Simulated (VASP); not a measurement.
Write the native input for VASP 6.6.1 that does the following.

```yaml
Task: single point
Functional: LDA
Potentials_or_basis: VASP PAW LDA potentials, release 64 (Cd, S)
Cutoff: 500 eV
k_mesh: 12 × 8 × 12
Occupations: gaussian, width 0.1 eV
Spin: no spin polarisation
Dipole_correction: no
Further_INCAR_settings: ALGO = Normal; EDIFF = 1e-06; NBANDS = 26
```

The structure of CdS lies in POSCAR:

```
CdS
1.0
    3.7757491637      0.0000000000      0.0000000000
    0.0000000000      5.3409249213      0.0000000000
    0.0000000000      0.0000000000      3.7757481901
Cd S
2 2
Direct
    0.5000000000      0.5000000000      0.2500013829
    0.0000000000      0.0000000000      0.7499986171
    0.5000000000      0.0000000000      0.2499794839
    0.0000000000      0.5000000000      0.7500205161
```

The input as run:

INCAR

```
PREC = Accurate ; ENCUT = 500
EDIFF = 1E-6 ; ISMEAR = 0
SIGMA = 0.1 ; LREAL = False
LASPH = True ; NELM = 120
ALGO = Normal ; ISIF = 2
LWAVE = False ; LCHARG = False
NBANDS = 26 ; GGA_COMPAT = False
```

KPOINTS

```
Automatic mesh
0
Gamma
  12 8 12
```

Potentials or basis: VASP PAW LDA potentials, release 64 (Cd, S).

Command:

```bash
$ cat potpaw_LDA.64/Cd/POTCAR potpaw_LDA.64/S/POTCAR > POTCAR
$ mpirun -np 1 vasp_std > vasp.out
```

Results of the run:

```yaml
Pressure: 0.7 GPa
Band_gap_on_the_k_mesh: zero (bands 18 and 19 overlap by 0.02 eV)
```

Caveat: semilocal functionals underestimate gaps, and a narrow one can read as zero.

Run time: 6.8 min on 1 thread of Oxide Virtual Turin-like Processor, on a shared host, peak memory 0.41 GiB.
